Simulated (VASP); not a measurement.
Wanted: the native input for a VASP 6.6.1 run.

```yaml
Task: single point
Functional: PBE
Potentials_or_basis: VASP PAW PBE potentials, release 64 (Hf_pv)
Cutoff: 520 eV
k_mesh: 18 × 18 × 18
Occupations: fermi-dirac, width 0.1 eV
Spin: no spin polarisation
Dipole_correction: no
Further_INCAR_settings: ALGO = Normal; EDIFF = 1e-06; NBANDS = 11
```

The structure of Hf lies in POSCAR:

```
Hf
1.0
    2.9557769841      0.0000000000      0.0000000000
    0.0000000000      2.9557769841      0.0000000000
    0.0000000000      0.0000000000      2.9557769841
Hf
1
Direct
    0.0000000000      0.0000000000      0.0000000000
```

This isn't the form of Hf at room conditions, which is hcp.

One way to write it, as run:

INCAR

```
  PREC = Accurate
  ENCUT = 520
  EDIFF = 1E-6
  ISMEAR = -1
  SIGMA = 0.1
  LREAL = False
  LASPH = True
  NELM = 60
  ALGO = Normal
  ISIF = 2
  LWAVE = False
  LCHARG = False
  GGA = PE
  NBANDS = 11
```

KPOINTS

```
regular mesh
0
Gamma
  18 18 18
```

Potentials or basis: VASP PAW PBE potentials, release 64 (Hf_pv).

The run is started by

```sh
$ cat potpaw_PBE.64/Hf_pv/POTCAR > POTCAR
$ mpirun -np 1 vasp_std > vasp.out
```

It gave:

| Item | Value |
| --- | --- |
| Pressure | -2.9 GPa |
| Band gap on the k mesh | zero (bands 5 and 6 overlap by 2.15 eV) |

Caveat: spin-orbit coupling is left out, which moves the levels of the heavy elements.

Run time: 45 s on 1 thread of Intel Xeon 8259CL, with other jobs on the host, peak memory 0.19 GiB.
